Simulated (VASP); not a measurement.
# TiO2 (C2/m) in VASP: a series of runs

Aim: see how the results for TiO2 move with the level of theory and the settings. Levels: RPBE+D4, RPBE, PBE exchange alone. Tasks: single point.

Everything below comes from runs of VASP 6.6.1. Logs are shortened: lines on timing, memory, paths and dates and some standing lists are left out, and cuts for length are marked.

### 1 The cell of the first run

It takes space group C2/m (No. 12, monoclinic). Conventional cell: a = 12.197 Å, b = 3.729 Å, c = 6.605 Å, α = 90.00°, β = 106.94°, γ = 90.00°. Ti (site symmetry m) has 6 O at 1.85 to 2.15 Å within 2.5 Å. Within 2.4 Å of Ti (site symmetry m) lie 6 O at 1.77 to 2.37 Å. O (site symmetry m) has 3 Ti at 1.92 to 2.03 Å and 2 O at 2.51 Å within 2.6 Å. Within 3.0 Å of O (site symmetry m) lie 4 Ti at 1.95 to 2.37 Å and 10 O at 2.51 to 2.94 Å. Within 2.3 Å of O (site symmetry m) lie 2 Ti at 1.77 to 1.86 Å. O (site symmetry m) has 3 Ti at 1.85 to 2.15 Å and 2 O at 2.53 to 2.67 Å within 2.7 Å.

### 2 Single point, RPBE+D4

The input, INCAR:

```
PREC     = Accurate       # precision mode
ENCUT    = 520            # plane-wave cutoff, eV
EDIFF    = 1E-6           # SCF threshold, eV
ISMEAR   = -1             # smearing method
SIGMA    = 0.05           # smearing width, eV
LREAL    = F              # projectors in reciprocal space
LASPH    = T              # aspherical terms in the spheres
NELM     = 60             # most SCF steps
ALGO     = Normal         # electronic algorithm
ISIF     = 2              # what is computed and relaxed
LWAVE    = F              # write WAVECAR
LCHARG   = T              # write CHGCAR
GGA      = RP             # functional
IVDW     = 13             # dispersion correction
LELF     = T              # ELF
LVHAR    = T            
NBANDS   = 60             # bands
```

The input, KPOINTS:

```
Automatic mesh
0
Gamma
  8 8 4
```

The input, POSCAR:

```
TiO2
1.0
    6.0983786862     -1.8646840687     -0.0062236601
    6.0983786862      1.8646840687     -0.0062236601
   -1.9174297818      0.0000000000      6.3202752961
Ti O
4 8
Direct
    0.8996850031      0.8996850031      0.2900367117
    0.1936080085      0.1936080085      0.2803238766
    0.1003149969      0.1003149969      0.7099632883
    0.8063919915      0.8063919915      0.7196761234
    0.3620574442      0.3620574442      0.2956668911
    0.2652258173      0.2652258173      0.6552962113
    0.8669458529      0.8669458529      0.9974813435
    0.7347741827      0.7347741827      0.3447037887
    0.9415159978      0.9415159978      0.6298931613
    0.1330541471      0.1330541471      0.0025186565
    0.6379425558      0.6379425558      0.7043331089
    0.0584840022      0.0584840022      0.3701068387
```

Potentials or basis: VASP PAW PBE potentials, release 64 (Ti_sv, O).

On the command line:

```
cat potpaw_PBE.64/Ti_sv/POTCAR potpaw_PBE.64/O/POTCAR > POTCAR
mpirun -np 1 vasp_std > vasp.out
```

OUTCAR:

```text
PREC = Accurate
   ENCUT = 520
   EDIFF = 1E-6
   ISMEAR = -1
   LREAL = F
   LASPH = T
   NELM = 60
   ISIF = 2
   GGA = RP
   IVDW = 13

 ion  position               nearest neighbor table
   1  0.900  0.900  0.290-  12 1.85   7 1.86   5 1.92   5 1.92   8 2.14   9 2.15
   2  0.194  0.194  0.280-  10 1.77  12 1.91   8 1.95   8 1.95   5 2.03   6 2.37
   3  0.100  0.100  0.710-   9 1.85  10 1.86  11 1.92  11 1.92   6 2.14  12 2.15
   4  0.806  0.806  0.720-   7 1.77   9 1.91   6 1.95   6 1.95  11 2.03   8 2.37
   5  0.362  0.362  0.296-   1 1.92   1 1.92   2 2.03
   6  0.265  0.265  0.655-   4 1.95   4 1.95   3 2.14   2 2.37
   7  0.867  0.867  0.997-   4 1.77   1 1.86
   8  0.735  0.735  0.345-   2 1.95   2 1.95   1 2.14   4 2.37
   9  0.942  0.942  0.630-   3 1.85   4 1.91   1 2.15
  10  0.133  0.133  0.003-   2 1.77   3 1.86
  11  0.638  0.638  0.704-   3 1.92   3 1.92   4 2.03
  12  0.058  0.058  0.370-   1 1.85   2 1.91   3 2.15

  LATTYP: Found a base centered monoclinic cell.
 ALAT       =    12.1967637239
 B/A-ratio  =     0.3057670233
 C/A-ratio  =     0.5415147002
 COS(beta)  =    -0.2912881847

  Lattice vectors:

 A1 = (   6.0983786862,  -1.8646840687,  -0.0062236601)
 A2 = (   6.0983786862,   1.8646840687,  -0.0062236601)
 A3 = (  -1.9174297818,   0.0000000000,   6.3202752961)

Analysis of symmetry for initial positions (statically):
=====================================================================
 Subroutine PRICEL returns:
 Original cell was already a primitive cell.

 Routine SETGRP: Setting up the symmetry group for a
 base centered monoclinic supercell.

 Subroutine GETGRP returns: Found  4 space group operations
 (whereof  4 operations were pure point group operations)
 out of a pool of  4 trial point group operations.

The static configuration has the point symmetry C_2h.

Analysis of symmetry for dynamics (positions and initial velocities):
=====================================================================
 Subroutine PRICEL returns:
 Original cell was already a primitive cell.

 Routine SETGRP: Setting up the symmetry group for a
 base centered monoclinic supercell.

 Subroutine GETGRP returns: Found  4 space group operations
 (whereof  4 operations were pure point group operations)
 out of a pool of  4 trial point group operations.

The dynamic configuration has the point symmetry C_2h.

 Subroutine INISYM returns: Found  4 space group operations
 (whereof  4 operations are pure point group operations),
 and found     1 'primitive' translations

----------------------------------------------------------------------------------------

                                     Primitive cell

  volume of cell :     143.6981

  direct lattice vectors                    reciprocal lattice vectors
     6.098378686 -1.864684069 -0.006223660     0.082014397 -0.268141938  0.024881329
     6.098378686  1.864684069 -0.006223660     0.082014397  0.268141938  0.024881329
    -1.917429782  0.000000000  6.320275296     0.000161521  0.000000000  0.158269958

  length of vectors
     6.377092442  6.377092442  6.604726852     0.281505845  0.281505845  0.158270040

  position of ions in fractional coordinates (direct lattice)
     0.899685003  0.899685003  0.290036712
     0.193608009  0.193608009  0.280323877
     0.100314997  0.100314997  0.709963288
     0.806391992  0.806391992  0.719676123
     0.362057444  0.362057444  0.295666891
     0.265225817  0.265225817  0.655296211
     0.866945853  0.866945853  0.997481343
     0.734774183  0.734774183  0.344703789
     0.941515998  0.941515998  0.629893161
     0.133054147  0.133054147  0.002518657
     0.637942556  0.637942556  0.704333109
     0.058484002  0.058484002  0.370106839

  ion indices of the primitive-cell ions
   primitive index   ion index
                 1           1
                 2           2
                 3           3
                 4           4
                 5           5
                 6           6
                 7           7
                 8           8
                 9           9
                10          10
                11          11
                12          12

----------------------------------------------------------------------------------------

 KPOINTS: Automatic mesh

Automatic generation of k-mesh.
 Grid dimensions read from file:
 generate k-points for:    8    8    4

 Generating k-lattice:

  Cartesian coordinates                     Fractional coordinates (reciprocal lattice)
     0.010251800 -0.033517742  0.003110166     0.125000000  0.000000000  0.000000000
     0.010251800  0.033517742  0.003110166     0.000000000  0.125000000  0.000000000
     0.000040380  0.000000000  0.039567490     0.000000000  0.000000000  0.250000000

  Length of vectors
     0.035188231  0.035188231  0.039567510

  Shift w.r.t. Gamma in fractional coordinates (k-lattice)
     0.000000000  0.000000000  0.000000000

 Subroutine IBZKPT returns following result:
 ===========================================

 Found     78 irreducible k-points:

 Following reciprocal coordinates:
            Coordinates               Weight
  0.000000  0.000000  0.000000      1.000000
  0.125000 -0.000000  0.000000      4.000000
  0.250000 -0.000000  0.000000      4.000000
  0.375000 -0.000000  0.000000      4.000000
  0.500000 -0.000000  0.000000      2.000000
  0.125000  0.125000  0.000000      2.000000
[... 16 lines left out ...]
  0.125000  0.000000  0.250000      4.000000
  0.250000 -0.000000  0.250000      4.000000
 [... further k-points ...]
   k-points           NKPTS =     78   k-points in BZ     NKDIM =     78   number of bands    NBANDS=     60
   number of dos      NEDOS =    301   number of ions     NIONS =     12
   total plane-waves  NPLWV = 115200
   dimension x,y,z NGX =    48 NGY =   48 NGZ =   50
   dimension x,y,z NGXF=    96 NGYF=   96 NGZF=  100
   ions per type =               4   8
   NGX,Y,Z   is equivalent  to a cutoff of  12.51, 12.51, 12.59 a.u.
   NGXF,Y,Z  is equivalent  to a cutoff of  25.03, 25.03, 25.17 a.u.
 SYSTEM =  unknown system
   PREC   = accura    normal or accurate (medium, high low for compatibility)
   ISTART =      0    job   : 0-new  1-cont  2-samecut
   ICHARG =      2    charge: 1-file 2-atom 10-const
   ISPIN  =      1    spin polarized calculation?
   LNONCOLLINEAR =      F non collinear calculations
   LSORBIT =      F    spin-orbit coupling
   LASPH  =      T    aspherical Exc in radial PAW
   ENCUT  =  520.0 eV  38.22 Ry    6.18 a.u.  11.86 11.86 12.28*2*pi/ulx,y,z
   NELM   =     60;   NELMIN=  2; NELMDL= -5     # of ELM steps
   EDIFF  = 0.1E-05   stopping-criterion for ELM
   LREAL  =      F    real-space projection
   EDIFFG = 0.1E-04   stopping-criterion for IOM
   NSW    =      0    number of steps for IOM
   IBRION =     -1    ionic relax: 0-MD 1-quasi-New 2-CG
   NFREE  =      0    steps in history (QN), initial steepest desc. (CG)
   ISIF   =      2    stress and relaxation
   ISYM   =      2    0-nonsym 1-usesym 2-fastsym
   POTIM  = 0.5000    time-step for ionic-motion
   TEBEG  =    0.0;   TEEND  =   0.0 temperature during run
   PSTRESS=    0.0 pullay stress
   NELECT =      96.0000    total number of electrons
   NUPDOWN=      -1.0000    fix difference up-down
   EMIN   =  10.00;   EMAX   =-10.00  energy-range for DOS
   EFERMI =   0.00;   METHOD = LEGACY
   ISMEAR =    -1;   SIGMA  =   0.05  broadening in eV -4-tet -1-fermi 0-gaus
   EFERMI_NEDOS =   21; number of points for ismear=-14 and -15
   IALGO  =     38    algorithm
   IMIX   =      4    mixing-type and parameters
     AMIX     =   0.40;   BMIX     =  1.00
     AMIX_MAG =   1.60;   BMIX_MAG =  1.00
  volume/ion in A,a.u.               =      11.97        80.81
  Fermi-wavevector in a.u.,A,eV,Ry     =   1.431138  2.704459 27.866855  2.048156
  Thomas-Fermi vector in A             =   2.550907
   LORBIT       =      0    0 simple, 1 ext, 2 COOP (PROOUT), +10 PAW based schemes
   GGA     = RP    functional components
   LHFCALC =     F    Hartree Fock is set to
   AEXX    =    0.0000 exact exchange contribution
   IVDW    =    13    specifies the selected vdW correction
   LEPSILON=     F    determine dielectric tensor
   LRPA    =     F    only Hartree local field effects (RPA)
 non-spin polarized calculation
  energy-cutoff  :      520.00
  volume of cell :      143.70
 maximum number of plane-waves:      3896
   NGX = 23   NGY = 23   NGZ = 25

 number of electron      96.0000004 magnetization

 Free energy of the ion-electron system (eV)
  ---------------------------------------------------
  ext. energy  EPLUGINS =         0.00000000
  ---------------------------------------------------
  free energy    TOTEN  =      -102.98119655 eV

  energy without entropy =     -102.98119655  energy(sigma->0) =     -102.98119655

 E-fermi :   4.0607     XC(G=0): -10.0706

 val. band max:        2.8348145451   @ k =  -0.3750   0.2500   0.5000
 cond. band min:       5.6440867863   @ k =   0.0000   0.0000   0.0000
 fundamental gap:      2.8092722412
 Fermi energy:         4.0606585773

 k-point     1 :       0.0000    0.0000    0.0000
  band No.  band energies     occupation
      1     -53.4095      2.00000
      2     -53.3977      2.00000
      3     -53.2887      2.00000
      4     -53.2832      2.00000
      5     -29.7593      2.00000
      6     -29.7045      2.00000
[... 52 lines left out ...]
     59       7.8695      0.00000
     60       8.0920      0.00000

 k-point     2 :       0.1250   -0.0000    0.0000
  band No.  band energies     occupation
      1     -53.4089      2.00000
      2     -53.3972      2.00000
      3     -53.2882      2.00000
      4     -53.2832      2.00000
      5     -29.7568      2.00000
      6     -29.7027      2.00000
[... 1383 lines left out ...]
      4     -53.2831      2.00000
      5     -29.7488      2.00000
      6     -29.6996      2.00000
[... 52 lines left out ...]
     59       7.5777      0.00000
     60       7.5919      0.00000

 [... further k-points ...]

------------------------ aborting loop because EDIFF is reached ----------------------------------------

  DFT-D4 for vdW energy calculation

  Edisp (eV):   -4.68745

  FORCE on cell =-STRESS in cart. coord.  units (eV):
  Direction    XX          YY          ZZ          XY          YZ          ZX
  --------------------------------------------------------------------------------------
  -------------------------------------------------------------------------------------
  Total       0.48605     0.44823     0.49498     0.00000     0.00000     0.01867
  in kB       5.41929     4.99755     5.51885     0.00000     0.00000     0.20816
  external pressure =        5.31 kB  Pullay stress =        0.00 kB

 VOLUME and BASIS-vectors are now :
 -----------------------------------------------------------------------------
  energy-cutoff  :      520.00
  volume of cell :      143.70
      direct lattice vectors                 reciprocal lattice vectors
     6.098378686 -1.864684069 -0.006223660     0.082014397 -0.268141938  0.024881329
     6.098378686  1.864684069 -0.006223660     0.082014397  0.268141938  0.024881329
    -1.917429782  0.000000000  6.320275296     0.000161521  0.000000000  0.158269958

 POSITION                                       TOTAL-FORCE (eV/Angst)
 -----------------------------------------------------------------------------------
     10.41711      0.00000      1.82191        -0.008704      0.000000      0.017840
      1.82389      0.00000      1.76931        -0.004943      0.000000      0.053875
     -0.13779      0.00000      4.48591         0.008704      0.000000     -0.017840
      8.45544      0.00000      4.53851         0.004943      0.000000     -0.053875
      3.84901      0.00000      1.86419         0.006782      0.000000      0.002093
      1.97841      0.00000      4.13835         0.002099      0.000000     -0.016771
      8.66133      0.00000      6.29357         0.009631      0.000000      0.030395
      8.30092      0.00000      2.16948        -0.002099      0.000000      0.016771
     10.27567      0.00000      3.96938        -0.015825      0.000000     -0.006906
      1.61800      0.00000      0.01426        -0.009631      0.000000     -0.030395
      6.43032      0.00000      4.44364        -0.006782      0.000000     -0.002093
      0.00366      0.00000      2.33845         0.015825      0.000000      0.006906
 -----------------------------------------------------------------------------------
    total drift:                                0.000000     -0.000000     -0.000000

  FREE ENERGIE OF THE ION-ELECTRON SYSTEM (eV)
  ---------------------------------------------------
  free  energy   TOTEN  =      -107.6686440609 eV

  energy  without entropy=     -107.6686440609  energy(sigma->0) =     -107.66864406
```

Run time: 33 min. Hardware: 1 thread of Oxide Virtual Turin-like, shared host; peak memory 0.61 GiB.

What came out:

- Free energy: -107.6686 eV
- Pressure: 0.5 GPa
- Largest force: 0.054 eV/Å
- Band gap on the k mesh: 2.81 eV (least direct gap 3.01 eV)
- Dispersion energy per atom: -0.391 eV

Forces in eV/Å, atoms in the order of the input:
```
Ti  -0.009  0.000  0.018
Ti  -0.005  0.000  0.054
Ti   0.009  0.000 -0.018
Ti   0.005  0.000 -0.054
O    0.007  0.000  0.002
O    0.002  0.000 -0.017
O    0.010  0.000  0.030
O   -0.002  0.000  0.017
O   -0.016  0.000 -0.007
O   -0.010  0.000 -0.030
O   -0.007  0.000 -0.002
O    0.016  0.000  0.007
```

Caveat: the PAW data sets were made with another functional, which shifts forces and pressure a little. A k mesh can miss the band edges.

### 3 Single point, RPBE

This run uses another cell than the first one, of 12.46 Å³/atom.

The input, INCAR:

```
ALGO     = Normal         # electronic algorithm
EDIFF    = 1E-6           # SCF threshold, eV
ENCUT    = 520            # plane-wave cutoff, eV
GGA      = RP             # functional
ISIF     = 2              # what is computed and relaxed
ISMEAR   = -1             # smearing method
LASPH    = T              # aspherical terms in the spheres
LCHARG   = F              # write CHGCAR
LREAL    = F              # projectors in reciprocal space
LWAVE    = F              # write WAVECAR
NBANDS   = 60             # bands
NELM     = 80             # most SCF steps
PREC     = Accurate       # precision mode
SIGMA    = 0.05           # smearing width, eV
```

The input, KPOINTS:

```
k-points
0
Gamma
  8 8 4
```

The input, POSCAR:

```
TiO2
1.0
    6.1715048703     -1.8891115650     -0.0095860454
    6.1715048703      1.8891115650     -0.0095860454
   -1.9438033122      0.0000000000      6.4133583958
Ti O
4 8
Direct
    0.8994994620      0.8994994620      0.2889647746
    0.1931692883      0.1931692883      0.2782321310
    0.1005005380      0.1005005380      0.7110352254
    0.8068307117      0.8068307117      0.7217678690
    0.3611201032      0.3611201032      0.2923716597
    0.2649656346      0.2649656346      0.6579646131
    0.8679626543      0.8679626543      0.9970519382
    0.7350343654      0.7350343654      0.3420353869
    0.9421714042      0.9421714042      0.6308780123
    0.1320373457      0.1320373457      0.0029480618
    0.6388798968      0.6388798968      0.7076283403
    0.0578285958      0.0578285958      0.3691219877
```

Potentials or basis: VASP PAW PBE potentials, release 64 (Ti_sv, O).

On the command line:

```
cat potpaw_PBE.64/Ti_sv/POTCAR potpaw_PBE.64/O/POTCAR > POTCAR
mpirun -np 1 vasp_std > vasp.out
```

It took 40 min on 1 thread of Oxide Virtual Turin-like, shared host; peak memory 0.62 GiB.

The run converged. Its results:

```yaml
Free_energy: -103.1343 eV
Pressure: 0.5 GPa
Largest_force: 0.058 eV/Å
Band_gap_on_the_k_mesh: 2.71 eV (least direct gap 2.90 eV)
```

Forces on the atoms (eV/Å):
```
Ti  -0.010  0.000  0.017
Ti  -0.005  0.000  0.058
Ti   0.010  0.000 -0.017
Ti   0.005  0.000 -0.058
O    0.011  0.000  0.001
O    0.003  0.000 -0.016
O    0.012  0.000  0.035
O   -0.003  0.000  0.016
O   -0.017  0.000 -0.009
O   -0.012  0.000 -0.035
O   -0.011  0.000 -0.001
O    0.017  0.000  0.009
```

Levels at points of the mesh, in eV from the valence-band top:
| k point | band 45 | band 46 | band 47 | band 48 | band 49 | band 50 | band 51 | band 52 |
| --- | --- | --- | --- | --- | --- | --- | --- | --- |
| (0.00, 0.00, 0.00) | -0.71 | -0.71 | -0.34 | -0.19 | 2.71 | 3.06 | 3.27 | 3.28 |
| (0.50, 0.00, 0.00) | -0.83 | -0.46 | -0.21 | -0.13 | 3.09 | 3.16 | 3.55 | 3.60 |
| (0.50, 0.50, 0.00) | -0.81 | -0.60 | -0.39 | -0.13 | 2.87 | 2.89 | 3.41 | 3.43 |
| (0.00, 0.00, 0.50) | -0.67 | -0.66 | -0.54 | -0.40 | 2.82 | 3.08 | 3.28 | 3.34 |
| (0.50, 0.00, 0.50) | -0.65 | -0.51 | -0.08 | -0.01 | 3.14 | 3.15 | 3.42 | 3.62 |
| (0.50, 0.50, 0.50) | -0.73 | -0.41 | -0.21 | -0.20 | 2.97 | 3.05 | 3.24 | 3.37 |

Caveat: the PAW data sets were made with another functional, which shifts forces and pressure a little. A k mesh can miss the band edges.

[end of part 1 of 2]
